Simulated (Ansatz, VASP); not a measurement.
One calculation of B, two programs

POSCAR

```
B
1.0
    2.3461100000      0.0000000000      0.0000000000
    0.0000000000      2.3461100000      0.0000000000
    0.0000000000      0.0000000000      1.5857900000
B
1
Direct
    0.5000000000      0.5000000000      0.5000000000
```

The input INCAR.step1:

```
SYSTEM = B
ALGO = Normal
EDIFF = 1E-5
ENCUT = 520
GGA = PE
ISIF = 2
ISMEAR = -1
LASPH = .TRUE.
LCHARG = .FALSE.
LREAL = .FALSE.
LWAVE = .TRUE.
NBANDS = 8
NELM = 100
PREC = Accurate
SIGMA = 0.05
```

INCAR.step2

```
SYSTEM = B
ALGO = Normal
EDIFF = 1E-6
ENCUT = 520
GGA = PE
HFSCREEN = 0.2079
ISIF = 2
ISMEAR = -1
ISTART = 1
LASPH = .TRUE.
LCHARG = .FALSE.
LHFCALC = .TRUE.
LREAL = .FALSE.
LWAVE = .FALSE.
NBANDS = 8
NELM = 100
PREC = Accurate
PRECFOCK = Normal
SIGMA = 0.05
```

Contents of KPOINTS:

```
k-points
0
G
  6 6 8
  0 0 0
```

The input input:

```
crystal:
  lattice:
    - [2.34611, 0.0, 0.0]
    - [0.0, 2.34611, 0.0]
    - [0.0, 0.0, 1.58579]
  atoms:
    - { symbol: B, position: [0.5, 0.5, 0.5] }
hamiltonian:
  xc: hse06
  pseudopotentials: { kind: paw }
kpoints:
  mp_grid: { grid: [6, 6, 8] }
  band_path:
    path:
      - [[0.0, 0.0, 0.0], [0.0, 0.5, 0.0], [0.5, 0.5, 0.0], [0.0, 0.0, 0.0], [0.0, 0.0, 0.5], [0.0, 0.5, 0.5], [0.5, 0.5, 0.5], [0.0, 0.0, 0.5]]
      - [[0.0, 0.5, 0.0], [0.0, 0.5, 0.5]]
      - [[0.5, 0.5, 0.0], [0.5, 0.5, 0.5]]
    npoints: 4
scf:
  occupations: { method: fermi_dirac, width: 0.05 }
  n_extra_bands: 6
output:
  forces: true
  stress: true
  eigenvalues: true
  fatbands: false
```

Alike in both runs: functional HSE06; k mesh 6 × 6 × 8; occupations fermi-dirac, width 0.05 eV; no spin polarisation.

```csv
,VASP,Ansatz
version,VASP 6.6.1,Ansatz 0.2.0
potentials or method,"VASP PAW PBE potentials, release 64 (B)",Ansatz PAW
plane-wave cutoff (eV),520,420
valence electrons in the cell,3,3
task,single point,band structure
```

```csv
,VASP,Ansatz,Ansatz less VASP
gap on the k mesh at the Fermi level (eV),none,none,-
pressure (GPa),-1.2,-1.1,+0.17
"traceless stress, the component that is largest in VASP (GPa)",-5.21,-5.33,-0.121
```

A gap of «none» marks a metal or a gap that the smearing closes.

The k mesh is coarse, so the values compare programs but aren't converged.
